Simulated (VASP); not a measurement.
# In6O (P-62m) in VASP: single point with PBE

Aim: the single point of In6O with PBE.

Everything below comes from runs of VASP 6.6.1. Logs are shortened: lines on timing, memory, paths and dates and some standing lists are left out, and cuts for length are marked.

## (1) The cell of the first run

Symmetry: P-62m, No. 189, hexagonal system. The conventional cell has a = 5.705 Å, b = 5.705 Å, c = 6.398 Å, α = 90.00°, β = 90.00°, γ = 120.00°. In (site symmetry m) has 1 O at 2.49 Å and 8 In at 3.17 to 3.32 Å within 3.4 Å. O (site symmetry -62m) has 6 In at 2.49 Å within 3.3 Å.

The cell was built from a structure type or drawn by symmetry, and may not be a known phase.

## (2) Single point, PBE

Contents of INCAR:

```
SYSTEM = In6O
PREC = Accurate
ENCUT = 600
EDIFF = 1E-6
ISMEAR = 0
SIGMA = 0.2
LREAL = .False.
LASPH = .True.
NELM = 120
ALGO = Normal
ISIF = 2
LWAVE = .False.
LCHARG = .False.
GGA = PE
NBANDS = 51
GGA_COMPAT = .False.
```

Contents of KPOINTS:

```
Automatic mesh
0
Gamma
  4 4 2
  0 0 0
```

Contents of POSCAR:

```
In6O
1.0
    5.7049847658     -0.0000000031      0.0000000000
   -2.8524923802      4.9406617370      0.0000000000
    0.0000000000      0.0000000000      6.3981031384
In O
6 1
Direct
    0.3356930539      0.0000000000      0.2475362001
    0.0000000000      0.3356930539      0.2475362001
    0.6643069461      0.6643069461      0.2475362001
    0.3356930539      0.0000000000      0.7524637999
    0.0000000000      0.3356930539      0.7524637999
    0.6643069461      0.6643069461      0.7524637999
    0.0000000000      0.0000000000      0.0000000000
```

Potentials or basis: VASP PAW PBE potentials, release 64 (In_d, O).

The run is started by

```bash
$ cat potpaw_PBE.64/In_d/POTCAR potpaw_PBE.64/O/POTCAR > POTCAR
$ mpirun -np 1 vasp_std > vasp.out
```

OUTCAR:

```text
SYSTEM = In6O
   PREC = Accurate
   ENCUT = 600
   EDIFF = 1E-6
   ISMEAR = 0
   LREAL = .False.
   LASPH = .True.
   NELM = 120
   ISIF = 2
   GGA = PE

 ion  position               nearest neighbor table
   1  0.336  0.000  0.248-   7 2.49   4 3.17   4 3.23   3 3.28   2 3.28   3 3.28   2 3.28   2 3.32
                             3 3.32
   2  0.000  0.336  0.248-   7 2.49   5 3.17   5 3.23   3 3.28   3 3.28   1 3.28   1 3.28   1 3.32
                             3 3.32
   3  0.664  0.664  0.248-   7 2.49   6 3.17   6 3.23   2 3.28   1 3.28   2 3.28   1 3.28   1 3.32
                             2 3.32
   4  0.336  0.000  0.752-   7 2.49   1 3.17   1 3.23   6 3.28   5 3.28   6 3.28   5 3.28   5 3.32
                             6 3.32
   5  0.000  0.336  0.752-   7 2.49   2 3.17   2 3.23   6 3.28   6 3.28   4 3.28   4 3.28   4 3.32
                             6 3.32
   6  0.664  0.664  0.752-   7 2.49   3 3.17   3 3.23   5 3.28   4 3.28   5 3.28   4 3.28   4 3.32
                             5 3.32
   7  0.000  0.000  0.000-   1 2.49   4 2.49   2 2.49   5 2.49   3 2.49   6 2.49

  LATTYP: Found a hexagonal cell.
 ALAT       =     5.7049847658
 C/A-ratio  =     1.1214934660

  Lattice vectors:

 A1 = (   5.7049847658,  -0.0000000031,   0.0000000000)
 A2 = (  -2.8524923802,   4.9406617370,   0.0000000000)
 A3 = (   0.0000000000,   0.0000000000,   6.3981031384)

Analysis of symmetry for initial positions (statically):
=====================================================================
 Subroutine PRICEL returns:
 Original cell was already a primitive cell.

 Routine SETGRP: Setting up the symmetry group for a
 hexagonal supercell.

 Subroutine GETGRP returns: Found 12 space group operations
 (whereof 12 operations were pure point group operations)
 out of a pool of 24 trial point group operations.

The static configuration has the point symmetry D_3h.

Analysis of symmetry for dynamics (positions and initial velocities):
=====================================================================
 Subroutine PRICEL returns:
 Original cell was already a primitive cell.

 Routine SETGRP: Setting up the symmetry group for a
 hexagonal supercell.

 Subroutine GETGRP returns: Found 12 space group operations
 (whereof 12 operations were pure point group operations)
 out of a pool of 24 trial point group operations.

The dynamic configuration has the point symmetry D_3h.

 Subroutine INISYM returns: Found 12 space group operations
 (whereof 12 operations are pure point group operations),
 and found     1 'primitive' translations

----------------------------------------------------------------------------------------

                                     Primitive cell

  volume of cell :     180.3395

  direct lattice vectors                    reciprocal lattice vectors
     5.704984766 -0.000000003  0.000000000     0.175285306  0.101201018  0.000000000
    -2.852492380  4.940661737  0.000000000     0.000000000  0.202402037  0.000000000
     0.000000000  0.000000000  6.398103138     0.000000000  0.000000000  0.156296324

  length of vectors
     5.704984766  5.704984766  6.398103138     0.202402037  0.202402037  0.156296324

  position of ions in fractional coordinates (direct lattice)
     0.335693054  0.000000000  0.247536200
     0.000000000  0.335693054  0.247536200
     0.664306946  0.664306946  0.247536200
     0.335693054  0.000000000  0.752463800
     0.000000000  0.335693054  0.752463800
     0.664306946  0.664306946  0.752463800
     0.000000000  0.000000000  0.000000000

  ion indices of the primitive-cell ions
   primitive index   ion index
                 1           1
                 2           2
                 3           3
                 4           4
                 5           5
                 6           6
                 7           7

----------------------------------------------------------------------------------------

 KPOINTS: Automatic mesh

Automatic generation of k-mesh.
 Grid dimensions read from file:
 generate k-points for:    4    4    2

 Generating k-lattice:

  Cartesian coordinates                     Fractional coordinates (reciprocal lattice)
     0.043821326  0.025300255  0.000000000     0.250000000  0.000000000  0.000000000
     0.000000000  0.050600509  0.000000000     0.000000000  0.250000000  0.000000000
     0.000000000  0.000000000  0.078148162     0.000000000  0.000000000  0.500000000

  Length of vectors
     0.050600509  0.050600509  0.078148162

  Shift w.r.t. Gamma in fractional coordinates (k-lattice)
     0.000000000  0.000000000  0.000000000

 Subroutine IBZKPT returns following result:
 ===========================================

 Found      8 irreducible k-points:

 Following reciprocal coordinates:
            Coordinates               Weight
  0.000000  0.000000  0.000000      1.000000
  0.250000 -0.000000  0.000000      6.000000
  0.500000 -0.000000  0.000000      3.000000
  0.250000  0.250000  0.000000      6.000000
  0.000000  0.000000  0.500000      1.000000
  0.250000 -0.000000  0.500000      6.000000
  0.500000 -0.000000  0.500000      3.000000
  0.250000  0.250000  0.500000      6.000000
   k-points           NKPTS =      8   k-points in BZ     NKDIM =      8   number of bands    NBANDS=     51
   number of dos      NEDOS =    301   number of ions     NIONS =      7
   total plane-waves  NPLWV = 124416
   dimension x,y,z NGX =    48 NGY =   48 NGZ =   54
   dimension x,y,z NGXF=    96 NGYF=   96 NGZF=  108
   ions per type =               6   1
   NGX,Y,Z   is equivalent  to a cutoff of  13.99, 13.99, 14.03 a.u.
   NGXF,Y,Z  is equivalent  to a cutoff of  27.97, 27.97, 28.06 a.u.
 SYSTEM =  In6O
   PREC   = accura    normal or accurate (medium, high low for compatibility)
   ISTART =      0    job   : 0-new  1-cont  2-samecut
   ICHARG =      2    charge: 1-file 2-atom 10-const
   ISPIN  =      1    spin polarized calculation?
   LNONCOLLINEAR =      F non collinear calculations
   LSORBIT =      F    spin-orbit coupling
   LASPH  =      T    aspherical Exc in radial PAW
   ENCUT  =  600.0 eV  44.10 Ry    6.64 a.u.  11.39 11.39 12.78*2*pi/ulx,y,z
   NELM   =    120;   NELMIN=  2; NELMDL= -5     # of ELM steps
   EDIFF  = 0.1E-05   stopping-criterion for ELM
   LREAL  =      F    real-space projection
   EDIFFG = 0.1E-04   stopping-criterion for IOM
   NSW    =      0    number of steps for IOM
   IBRION =     -1    ionic relax: 0-MD 1-quasi-New 2-CG
   NFREE  =      0    steps in history (QN), initial steepest desc. (CG)
   ISIF   =      2    stress and relaxation
   ISYM   =      2    0-nonsym 1-usesym 2-fastsym
   POTIM  = 0.5000    time-step for ionic-motion
   TEBEG  =    0.0;   TEEND  =   0.0 temperature during run
   PSTRESS=    0.0 pullay stress
   NELECT =      84.0000    total number of electrons
   NUPDOWN=      -1.0000    fix difference up-down
   EMIN   =  10.00;   EMAX   =-10.00  energy-range for DOS
   EFERMI =   0.00;   METHOD = LEGACY
   ISMEAR =     0;   SIGMA  =   0.20  broadening in eV -4-tet -1-fermi 0-gaus
   EFERMI_NEDOS =   21; number of points for ismear=-14 and -15
   IALGO  =     38    algorithm
   IMIX   =      4    mixing-type and parameters
     AMIX     =   0.40;   BMIX     =  1.00
     AMIX_MAG =   1.60;   BMIX_MAG =  1.00
  volume/ion in A,a.u.               =      25.76       173.86
  Fermi-wavevector in a.u.,A,eV,Ry     =   1.269027  2.398114 21.911236  1.610430
  Thomas-Fermi vector in A             =   2.402091
   LORBIT       =      0    0 simple, 1 ext, 2 COOP (PROOUT), +10 PAW based schemes
   GGA     = PE    functional components
   LHFCALC =     F    Hartree Fock is set to
   AEXX    =    0.0000 exact exchange contribution
   IVDW    =     0    specifies the selected vdW correction
   LEPSILON=     F    determine dielectric tensor
   LRPA    =     F    only Hartree local field effects (RPA)
 non-spin polarized calculation
 Gauss-broadening in eV      SIGMA  =   0.20
  energy-cutoff  :      600.00
  volume of cell :      180.34
 maximum number of plane-waves:      6062
 NGX is ok and might be reduce to    48
   NGX = 23   NGY = 23   NGZ = 25

 number of electron      83.9999998 magnetization

 Free energy of the ion-electron system (eV)
  ---------------------------------------------------
  ext. energy  EPLUGINS =         0.00000000
  ---------------------------------------------------
  free energy    TOTEN  =       -21.62762822 eV

  energy without entropy =      -21.56889465  energy(sigma->0) =      -21.59826144

 E-fermi :   6.3386     XC(G=0):  -9.8041

 val. band max:        6.3378615016   @ k =   0.2500  -0.0000   0.0000
 cond. band min:       6.3439071345   @ k =   0.2500   0.2500   0.0000
 fundamental gap:      0.0060456329
 Fermi energy:         6.3385638485

 k-point     1 :       0.0000    0.0000    0.0000
  band No.  band energies     occupation
      1     -11.8953      2.00000
      2      -8.5164      2.00000
      3      -8.3371      2.00000
      4      -8.3371      2.00000
      5      -8.2874      2.00000
      6      -8.2874      2.00000
[... 43 lines left out ...]
     50       8.5009      0.00000
     51       9.6128      0.00000

 k-point     2 :       0.2500   -0.0000    0.0000
  band No.  band energies     occupation
      1     -11.8936      2.00000
      2      -8.4856      2.00000
      3      -8.3949      2.00000
      4      -8.3653      2.00000
      5      -8.3280      2.00000
      6      -8.2880      2.00000
[... 43 lines left out ...]
     50      10.2331      0.00000
     51      11.2198      0.00000

 k-point     3 :       0.5000   -0.0000    0.0000
  band No.  band energies     occupation
      1     -11.8920      2.00000
      2      -8.4606      2.00000
      3      -8.4293      2.00000
      4      -8.4177      2.00000
      5      -8.3769      2.00000
      6      -8.3339      2.00000
[... 43 lines left out ...]
     50      11.6238      0.00000
     51      11.8433      0.00000

 k-point     4 :       0.2500    0.2500    0.0000
  band No.  band energies     occupation
      1     -11.8921      2.00000
      2      -8.4573      2.00000
      3      -8.4411      2.00000
      4      -8.4293      2.00000
      5      -8.3374      2.00000
      6      -8.3287      2.00000
[... 43 lines left out ...]
     50      11.5012      0.00000
     51      11.8941      0.00000

 k-point     5 :       0.0000    0.0000    0.5000
  band No.  band energies     occupation
      1     -11.8928      2.00000
      2      -8.3562      2.00000
      3      -8.3295      2.00000
      4      -8.2539      2.00000
      5      -8.2539      2.00000
      6      -8.2465      2.00000
[... 43 lines left out ...]
     50       9.0057      0.00000
     51      12.0000      0.00000

 k-point     6 :       0.2500   -0.0000    0.5000
  band No.  band energies     occupation
      1     -11.8913      2.00000
      2      -8.3229      2.00000
      3      -8.3151      2.00000
      4      -8.3111      2.00000
      5      -8.2947      2.00000
      6      -8.2664      2.00000
[... 43 lines left out ...]
     50      10.8598      0.00000
     51      10.9977      0.00000

 k-point     7 :       0.5000   -0.0000    0.5000
  band No.  band energies     occupation
      1     -11.8899      2.00000
      2      -8.4056      2.00000
      3      -8.3972      2.00000
      4      -8.2877      2.00000
      5      -8.2776      2.00000
      6      -8.2760      2.00000
[... 43 lines left out ...]
     50      10.5658      0.00000
     51      11.0465      0.00000

 k-point     8 :       0.2500    0.2500    0.5000
  band No.  band energies     occupation
      1     -11.8899      2.00000
      2      -8.3675      2.00000
      3      -8.3654      2.00000
      4      -8.3579      2.00000
      5      -8.3576      2.00000
      6      -8.3350      2.00000
[... 43 lines left out ...]
     50      10.0933      0.00000
     51      11.0443      0.00000

------------------------ aborting loop because EDIFF is reached ----------------------------------------

  FORCE on cell =-STRESS in cart. coord.  units (eV):
  Direction    XX          YY          ZZ          XY          YZ          ZX
  --------------------------------------------------------------------------------------
  -------------------------------------------------------------------------------------
  Total        0.2390338      0.2390338     -0.2534116      0.0000000      0.0000000      0.0000000
  in kB        2.1236310      2.1236310     -2.2513667      0.0000000      0.0000000      0.0000000
  external PRESSURE =       0.6652985 kB  Pullay stress =       0.0000000 kB

 VOLUME and BASIS-vectors are now :
 -----------------------------------------------------------------------------
  energy-cutoff  :      600.00
  volume of cell :      180.34
      direct lattice vectors                 reciprocal lattice vectors
     5.704984766 -0.000000003  0.000000000     0.175285306  0.101201018  0.000000000
    -2.852492380  4.940661737  0.000000000     0.000000000  0.202402037  0.000000000
     0.000000000  0.000000000  6.398103138     0.000000000  0.000000000  0.156296324

 POSITION                                       TOTAL-FORCE (eV/Angst)
 -----------------------------------------------------------------------------------
      1.91512     -0.00000      1.58376         0.014976     -0.000000      0.026741
     -0.95756      1.65855      1.58376        -0.007488      0.012970      0.026741
      1.89493      3.28212      1.58376        -0.007488     -0.012970      0.026741
      1.91512     -0.00000      4.81434         0.014976     -0.000000     -0.026741
     -0.95756      1.65855      4.81434        -0.007488      0.012970     -0.026741
      1.89493      3.28212      4.81434        -0.007488     -0.012970     -0.026741
      0.00000      0.00000      0.00000         0.000000     -0.000000      0.000000
 -----------------------------------------------------------------------------------
    total drift:                                0.000000      0.000000      0.000000

  FREE ENERGIE OF THE ION-ELECTRON SYSTEM (eV)
  ---------------------------------------------------
  free  energy   TOTEN  =       -21.6276282220 eV

  energy  without entropy=      -21.5688946539  energy(sigma->0) =      -21.59826144
```

It took 2.6 min on 1 thread of Intel Xeon 8259CL, shared host; peak memory 0.37 GiB.

Results:

```
Free energy            : -21.6276 eV
Pressure               : 0.1 GPa
Largest force          : 0.031 eV/Å
Band gap on the k mesh : zero (bands 42 and 43 overlap by 1.15 eV)
```

Forces on the atoms (eV/Å):
```
In   0.015  0.000  0.027
In  -0.007  0.013  0.027
In  -0.007 -0.013  0.027
In   0.015  0.000 -0.027
In  -0.007  0.013 -0.027
In  -0.007 -0.013 -0.027
O    0.000  0.000  0.000
```

Stress tensor (GPa, compression positive):
```
 0.21  0.00  0.00
 0.00  0.21  0.00
 0.00  0.00 -0.23
```

Levels at points of the mesh, in eV from the Fermi level:
| k point | band 39 | band 40 | band 41 | band 42 | band 43 | band 44 | band 45 | band 46 |
| --- | --- | --- | --- | --- | --- | --- | --- | --- |
| (0.00, 0.00, 0.00) | -2.42 | -1.11 | -0.29 | -0.29 | -0.11 | -0.11 | 0.45 | 1.28 |
| (0.50, 0.00, 0.00) | -2.28 | -2.19 | -1.06 | -0.64 | -0.47 | 0.83 | 0.97 | 2.57 |
| (0.00, 0.00, 0.50) | -1.45 | -1.45 | -0.26 | -0.15 | -0.13 | -0.13 | 0.38 | 0.43 |
| (0.50, 0.00, 0.50) | -2.68 | -1.73 | -1.15 | -0.82 | 2.21 | 2.55 | 2.56 | 3.39 |

Caveat: the k points lie up to 0.49 Å⁻¹ apart, too coarse for converged energies and pressures of a metal; spin-orbit coupling is left out, which moves the levels of the heavy elements.
